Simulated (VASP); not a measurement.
# SrO (Fm-3m) in VASP: notebook, part 2 of 2

VASP 6.6.1. The steps go on from the part before.

## Step 4: Single point, LDA

This run uses another cell than the first one, of 12.47 Å³/atom, 0.768 times its volume.

The input, INCAR:

```
PREC     = Accurate       # precision mode
ENCUT    = 520            # plane-wave cutoff, eV
EDIFF    = 1E-6           # SCF threshold, eV
ISMEAR   = 0              # smearing method
SIGMA    = 0.01           # smearing width, eV
LREAL    = F              # projectors in reciprocal space
LASPH    = T              # aspherical terms in the spheres
NELM     = 80             # most SCF steps
ALGO     = Normal         # electronic algorithm
ISIF     = 2              # what is computed and relaxed
LWAVE    = F              # write WAVECAR
LCHARG   = F              # write CHGCAR
GGA      = CA             # functional
NBANDS   = 15             # bands
```

The input, KPOINTS:

```
Automatic mesh
0
Gamma
  10 10 10
```

The input, POSCAR:

```
SrO
1.0
    0.0000000000      2.3188118479      2.3188118479
    2.3188118479      0.0000000000      2.3188118479
    2.3188118479      2.3188118479      0.0000000000
Sr O
1 1
Direct
    0.0000000000      0.0000000000      0.0000000000
    0.5000000000      0.5000000000      0.5000000000
```

Potentials or basis: VASP PAW LDA potentials, release 64 (Sr_sv, O).

Command:

```bash
$ cat potpaw_LDA.64/Sr_sv/POTCAR potpaw_LDA.64/O/POTCAR > POTCAR
$ mpirun -np 1 vasp_std > vasp.out
```

OUTCAR:

```text
PREC = Accurate
   ENCUT = 520
   EDIFF = 1E-6
   ISMEAR = 0
   LREAL = F
   LASPH = T
   NELM = 80
   ISIF = 2
   GGA = CA

 ion  position               nearest neighbor table
   1  0.000  0.000  0.000-   2 2.32   2 2.32   2 2.32   2 2.32   2 2.32   2 2.32
   2  0.500  0.500  0.500-   1 2.32   1 2.32   1 2.32   1 2.32   1 2.32   1 2.32

  LATTYP: Found a face centered cubic cell.
 ALAT       =     4.6376236958

  Lattice vectors:

 A1 = (   0.0000000000,   2.3188118479,   2.3188118479)
 A2 = (   2.3188118479,   0.0000000000,   2.3188118479)
 A3 = (   2.3188118479,   2.3188118479,   0.0000000000)

Analysis of symmetry for initial positions (statically):
=====================================================================
 Subroutine PRICEL returns:
 Original cell was already a primitive cell.

 Routine SETGRP: Setting up the symmetry group for a
 face centered cubic supercell.

 Subroutine GETGRP returns: Found 48 space group operations
 (whereof 48 operations were pure point group operations)
 out of a pool of 48 trial point group operations.

The static configuration has the point symmetry O_h .

Analysis of symmetry for dynamics (positions and initial velocities):
=====================================================================
 Subroutine PRICEL returns:
 Original cell was already a primitive cell.

 Routine SETGRP: Setting up the symmetry group for a
 face centered cubic supercell.

 Subroutine GETGRP returns: Found 48 space group operations
 (whereof 48 operations were pure point group operations)
 out of a pool of 48 trial point group operations.

The dynamic configuration has the point symmetry O_h .

 Subroutine INISYM returns: Found 48 space group operations
 (whereof 48 operations are pure point group operations),
 and found     1 'primitive' translations

----------------------------------------------------------------------------------------

                                     Primitive cell

  volume of cell :      24.9360

  direct lattice vectors                    reciprocal lattice vectors
     0.000000000  2.318811848  2.318811848    -0.215627672  0.215627672  0.215627672
     2.318811848  0.000000000  2.318811848     0.215627672 -0.215627672  0.215627672
     2.318811848  2.318811848  0.000000000     0.215627672  0.215627672 -0.215627672

  length of vectors
     3.279295164  3.279295164  3.279295164     0.373478083  0.373478083  0.373478083

  position of ions in fractional coordinates (direct lattice)
     0.000000000  0.000000000  0.000000000
     0.500000000  0.500000000  0.500000000

  ion indices of the primitive-cell ions
   primitive index   ion index
                 1           1
                 2           2

----------------------------------------------------------------------------------------

 KPOINTS: Automatic mesh

Automatic generation of k-mesh.
 Grid dimensions read from file:
 generate k-points for:   10   10   10

 Generating k-lattice:

  Cartesian coordinates                     Fractional coordinates (reciprocal lattice)
    -0.021562767  0.021562767  0.021562767     0.100000000  0.000000000  0.000000000
     0.021562767 -0.021562767  0.021562767     0.000000000  0.100000000  0.000000000
     0.021562767  0.021562767 -0.021562767     0.000000000  0.000000000  0.100000000

  Length of vectors
     0.037347808  0.037347808  0.037347808

[... 37 lines left out ...]
   total plane-waves  NPLWV =  13824
   dimension x,y,z NGX =    24 NGY =   24 NGZ =   24
   dimension x,y,z NGXF=    48 NGYF=   48 NGZF=   48
   ions per type =               1   1
   NGX,Y,Z   is equivalent  to a cutoff of  12.17, 12.17, 12.17 a.u.
   NGXF,Y,Z  is equivalent  to a cutoff of  24.33, 24.33, 24.33 a.u.
 SYSTEM =  unknown system
   PREC   = accura    normal or accurate (medium, high low for compatibility)
   ISTART =      0    job   : 0-new  1-cont  2-samecut
   ICHARG =      2    charge: 1-file 2-atom 10-const
   ISPIN  =      1    spin polarized calculation?
   LNONCOLLINEAR =      F non collinear calculations
   LSORBIT =      F    spin-orbit coupling
   LASPH  =      T    aspherical Exc in radial PAW
   ENCUT  =  520.0 eV  38.22 Ry    6.18 a.u.   6.10  6.10  6.10*2*pi/ulx,y,z
   NELM   =     80;   NELMIN=  2; NELMDL= -5     # of ELM steps
   EDIFF  = 0.1E-05   stopping-criterion for ELM
   LREAL  =      F    real-space projection
   EDIFFG = 0.1E-04   stopping-criterion for IOM
   NSW    =      0    number of steps for IOM
   IBRION =     -1    ionic relax: 0-MD 1-quasi-New 2-CG
   NFREE  =      0    steps in history (QN), initial steepest desc. (CG)
   ISIF   =      2    stress and relaxation
   ISYM   =      2    0-nonsym 1-usesym 2-fastsym
   POTIM  = 0.5000    time-step for ionic-motion
   TEBEG  =    0.0;   TEEND  =   0.0 temperature during run
   PSTRESS=    0.0 pullay stress
   NELECT =      16.0000    total number of electrons
   NUPDOWN=      -1.0000    fix difference up-down
   EMIN   =  10.00;   EMAX   =-10.00  energy-range for DOS
   EFERMI =   0.00;   METHOD = LEGACY
   ISMEAR =     0;   SIGMA  =   0.01  broadening in eV -4-tet -1-fermi 0-gaus
   EFERMI_NEDOS =   21; number of points for ismear=-14 and -15
   IALGO  =     38    algorithm
   IMIX   =      4    mixing-type and parameters
     AMIX     =   0.40;   BMIX     =  1.00
     AMIX_MAG =   1.60;   BMIX_MAG =  1.00
  volume/ion in A,a.u.               =      12.47        84.14
  Fermi-wavevector in a.u.,A,eV,Ry     =   1.412015  2.668321 27.127111  1.993786
  Thomas-Fermi vector in A             =   2.533807
   LORBIT       =      0    0 simple, 1 ext, 2 COOP (PROOUT), +10 PAW based schemes
   GGA     = CA    functional components
   LHFCALC =     F    Hartree Fock is set to
   AEXX    =    0.0000 exact exchange contribution
   IVDW    =     0    specifies the selected vdW correction
   LEPSILON=     F    determine dielectric tensor
   LRPA    =     F    only Hartree local field effects (RPA)
 non-spin polarized calculation
 Gauss-broadening in eV      SIGMA  =   0.01
  energy-cutoff  :      520.00
  volume of cell :       24.94
 maximum number of plane-waves:       692
   NGX = 13   NGY = 13   NGZ = 13

 number of electron      15.9999997 magnetization

 Free energy of the ion-electron system (eV)
  ---------------------------------------------------
  ext. energy  EPLUGINS =         0.00000000
  ---------------------------------------------------
  free energy    TOTEN  =       -12.38349755 eV

  energy without entropy =      -12.38349755  energy(sigma->0) =      -12.38349755

 E-fermi :   3.8083     XC(G=0): -12.0584

 val. band max:        3.7006460425   @ k =   0.5000   0.5000   0.0000
 cond. band min:       5.7759376491   @ k =   0.5000   0.5000   0.0000
 fundamental gap:      2.0752916065
 Fermi energy:         3.8082791192

 k-point     1 :       0.0000    0.0000    0.0000
  band No.  band energies     occupation
      1     -28.2333      2.00000
      2     -11.8981      2.00000
      3      -9.3362      2.00000
      4      -9.3362      2.00000
      5      -9.3362      2.00000
      6       3.1922      2.00000
      7       3.1922      2.00000
      8       3.1922      2.00000
      9       9.6294      0.00000
     10       9.7819      0.00000
     11       9.7819      0.00000
     12       9.7819      0.00000
     13      12.8259      0.00000
     14      12.8259      0.00000
[... 401 lines left out ...]
      2     -13.3315      2.00000
      3     -10.3250      2.00000
      4     -10.0714      2.00000
      5      -9.5735      2.00000
      6       2.3322      2.00000
      7       3.0367      2.00000
      8       3.1192      2.00000
      9       6.7210      0.00000
     10      12.9805      0.00000
     11      14.8877      0.00000
     12      14.9418      0.00000
     13      15.5437      0.00000
     14      17.2047      0.00000
     15      23.1197      0.00000

 [... further k-points ...]

------------------------ aborting loop because EDIFF is reached ----------------------------------------

  FORCE on cell =-STRESS in cart. coord.  units (eV):
  Direction    XX          YY          ZZ          XY          YZ          ZX
  --------------------------------------------------------------------------------------
  -------------------------------------------------------------------------------------
  Total        8.1993711      8.1993711      8.1993711      0.0000000     -0.0000000      0.0000000
  in kB      526.8228435    526.8228435    526.8228435      0.0000000     -0.0000000      0.0000000
  external PRESSURE =     526.8228435 kB  Pullay stress =       0.0000000 kB

 VOLUME and BASIS-vectors are now :
 -----------------------------------------------------------------------------
  energy-cutoff  :      520.00
  volume of cell :       24.94
      direct lattice vectors                 reciprocal lattice vectors
     0.000000000  2.318811848  2.318811848    -0.215627672  0.215627672  0.215627672
     2.318811848  0.000000000  2.318811848     0.215627672 -0.215627672  0.215627672
     2.318811848  2.318811848  0.000000000     0.215627672  0.215627672 -0.215627672

 POSITION                                       TOTAL-FORCE (eV/Angst)
 -----------------------------------------------------------------------------------
      0.00000      0.00000      0.00000         0.000000     -0.000000      0.000000
      2.31881      2.31881      2.31881        -0.000000      0.000000     -0.000000
 -----------------------------------------------------------------------------------
    total drift:                                0.000000     -0.000000     -0.000000

  FREE ENERGIE OF THE ION-ELECTRON SYSTEM (eV)
  ---------------------------------------------------
  free  energy   TOTEN  =       -12.3834975541 eV

  energy  without entropy=      -12.3834975541  energy(sigma->0) =      -12.38349755
```

Wall time 8.9 s (1 thread of AMD EPYC 9R14 (Zen 4), shared host); peak memory 0.11 GiB.

Results:

* Free energy: -12.3835 eV
* Pressure: 52.7 GPa
* Band gap on the k mesh: 2.08 eV, direct

A k mesh can miss the band edges. Expect the measured gap to be larger: semilocal functionals such as LDA lack the derivative discontinuity.

## Step 5: The runs side by side

```tsv
task	cell	k mesh	cutoff (eV)	smearing	gap on the mesh (eV)	pressure (GPa)
single point	a = 3.581 Å, angles 60.0°, 2 atoms	8 × 8 × 8	520	gaussian 0.02 eV	3.06	0.8
relaxation of cell and atoms	relaxed from a = 3.634 Å, angles 60.0°, 2 atoms	8 × 8 × 8	600	gaussian 0.02 eV	3.07	0.0
single point	a = 3.279 Å, angles 60.0°, 2 atoms	10 × 10 × 10	520	gaussian 0.01 eV	2.08	52.7
```

Alike in all rows: level LDA; potentials or basis VASP PAW LDA potentials, release 64 (Sr_sv, O); no spin polarisation.

Total energies depend on the potentials used, so only differences within one code and one set of settings carry meaning.
